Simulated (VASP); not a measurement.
A run of VASP 6.6.1 is set up as follows.

File INCAR:

```
PREC = Accurate
ENCUT = 600
EDIFF = 1E-7
ISMEAR = 0
SIGMA = 0.01
LREAL = F
LASPH = T
NELM = 120
ALGO = Normal
ISIF = 3
LWAVE = F
LCHARG = F
IBRION = 2
NSW = 70
EDIFFG = -0.005
GGA_COMPAT = F
NELMIN = 4
```

Contents of KPOINTS:

```
Automatic mesh
0
Gamma
  10 10 10
```

POSCAR

```
Cu3N
1.0
    3.8272904603      0.0000000000      0.0000000000
    0.0000000000      3.8272904603      0.0000000000
    0.0000000000      0.0000000000      3.8272904603
Cu N
3 1
Direct
    0.5000000000      0.0000000000      0.0000000000
    0.0000000000      0.5000000000      0.0000000000
    0.0000000000      0.0000000000      0.5000000000
    0.0000000000      0.0000000000      0.0000000000
```

Potentials or basis: VASP PAW LDA potentials, release 64 (Cu, N).

Launch:

```console
$ cat potpaw_LDA.64/Cu/POTCAR potpaw_LDA.64/N/POTCAR > POTCAR
$ mpirun -np 1 vasp_std > vasp.out
```

**Question.** Predict the band gap on the k mesh.

**Answer.** Zero (filled and empty bands overlap).

**Question.** What does it give for the relaxed volume?

**Answer.** 12.96 Å³/atom.

**Question.** Predict the relaxed cell.

**Answer.** a = 3.728 Å, b = 3.728 Å, c = 3.728 Å, α = 90.00°, β = 90.00°, γ = 90.00°.

Final structure:
```
Cu N
1.0
     3.72846    0.00000    0.00000
     0.00000    3.72846    0.00000
     0.00000    0.00000    3.72846
Cu N
3 1
Direct
  0.50000 0.00000 0.00000
  0.00000 0.50000 0.00000
  0.00000 0.00000 0.50000
  0.00000 0.00000 0.00000
```

With open d or f shells a metallic result of LDA can be an artefact of self-interaction; +U or a hybrid may open a gap. Zero-point motion and thermal expansion aren't in these numbers.
